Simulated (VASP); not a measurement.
A run of VASP 6.6.1 is set up as follows.

POSCAR

```
PbSe
1.0
    3.7331762438      0.0000000000      0.0000000000
    0.0000000000      3.7331762438      0.0000000000
    0.0000000000      0.0000000000      3.7331762438
Pb Se
1 1
Direct
    0.0000000000      0.0000000000      0.0000000000
    0.5000000000      0.5000000000      0.5000000000
```

File INCAR.step1:

```
SYSTEM = PbSe
PREC     = Accurate       ! precision mode
ENCUT    = 520            ! plane-wave cutoff, eV
EDIFF    = 1E-5           ! SCF threshold, eV
ISMEAR   = -1             ! smearing method
SIGMA    = 0.05           ! smearing width, eV
LREAL    = .False.        ! projectors in reciprocal space
LASPH    = .True.         ! aspherical terms in the spheres
NELM     = 60             ! most SCF steps
ALGO     = Normal         ! electronic algorithm
ISIF     = 2              ! what is computed and relaxed
LWAVE    = .True.         ! write WAVECAR
LCHARG   = .False.        ! write CHGCAR
GGA      = PE             ! functional
NBANDS   = 17             ! bands
```

File INCAR.step2:

```
SYSTEM = PbSe
PREC     = Accurate       ! precision mode
ENCUT    = 520            ! plane-wave cutoff, eV
EDIFF    = 1E-7           ! SCF threshold, eV
ISMEAR   = -1             ! smearing method
SIGMA    = 0.05           ! smearing width, eV
LREAL    = .False.        ! projectors in reciprocal space
LASPH    = .True.         ! aspherical terms in the spheres
NELM     = 60             ! most SCF steps
ALGO     = Normal         ! electronic algorithm
ISIF     = 2              ! what is computed and relaxed
LWAVE    = .False.        ! write WAVECAR
LCHARG   = .False.        ! write CHGCAR
GGA      = PE             ! functional
LHFCALC  = .True.         ! exact exchange
HFSCREEN = 0.2079         ! screening, 1/A
PRECFOCK = Normal       
ISTART   = 1            
NBANDS   = 17             ! bands
```

KPOINTS

```
regular mesh
0
Gamma
  4 4 4
  0 0 0
```

Potentials or basis: VASP PAW PBE potentials, release 64 (Pb_d, Se).

Run with:

```bash
$ cat potpaw_PBE.64/Pb_d/POTCAR potpaw_PBE.64/Se/POTCAR > POTCAR
$ cp INCAR.step1 INCAR
$ mpirun -np 1 vasp_std > vasp.out
$ cp INCAR.step2 INCAR
$ mpirun -np 1 vasp_std > vasp.out
```

**Question.** What does it give for the band gap on the k mesh?

**Answer.** Zero (bands 10 and 11 overlap by 0.38 eV).

**Question.** What does it give for the pressure?

**Answer.** 0.9 GPa.

Caveat: the k points lie up to 0.42 Å⁻¹ apart; the PAW data sets were made with another functional, which shifts forces and pressure a little; spin-orbit coupling is left out, which moves the levels of the heavy elements.
